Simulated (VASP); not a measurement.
Wanted: the native input for a VASP 6.6.1 run.

```yaml
Task: single point
Functional: LDA
Potentials_or_basis: VASP PAW LDA potentials, release 64 (B, N)
Cutoff: 520 eV
k_mesh: 12 × 12 × 6
Occupations: gaussian, width 0.05 eV
Spin: no spin polarisation
Dipole_correction: no
Further_INCAR_settings: ALGO = Normal; EDIFF = 1e-06; NBANDS = 16
```

The structure of BN lies in POSCAR:

```
BN
1.0
    2.7582547698      0.0000000000      0.0000000000
   -1.3791273849      2.3887187008      0.0000000000
    0.0000000000      0.0000000000      3.8887066000
B N
2 2
Direct
    0.6666666667      0.3333333333      0.9997240000
    0.3333333333      0.6666666667      0.4997240000
    0.6666666667      0.3333333333      0.6252760000
    0.3333333333      0.6666666667      0.1252760000
```

This cell differs from its parent crystal: strain +0.080 along x and y, -0.080 along z.

One way to write it, as run:

INCAR

```
SYSTEM = BN
PREC = Accurate ; ENCUT = 520
EDIFF = 1E-6 ; ISMEAR = 0
SIGMA = 0.05 ; LREAL = .FALSE.
LASPH = .TRUE. ; NELM = 60
ALGO = Normal ; ISIF = 2
LWAVE = .FALSE. ; LCHARG = .FALSE.
GGA = CA ; NBANDS = 16
```

KPOINTS

```
regular mesh
0
G
  12 12 6
  0 0 0
```

Potentials or basis: VASP PAW LDA potentials, release 64 (B, N).

Launch:

```bash
$ cat potpaw_LDA.64/B/POTCAR potpaw_LDA.64/N/POTCAR > POTCAR
$ mpirun -np 1 vasp_std > vasp.out
```

It gave:

```json
{
 "Pressure": "-22.3 GPa",
 "Largest force": "0.859 eV/Å",
 "Band gap on the k mesh": "4.63 eV, indirect (least direct gap 5.69 eV)"
}
```

Caveat: the cell differs from its parent crystal (strain +0.080 along x and y, -0.080 along z).

Run time: 26 s on 1 thread of AMD EPYC 7R13 Processor (Zen 3), with other jobs on the host, peak memory 0.11 GiB.
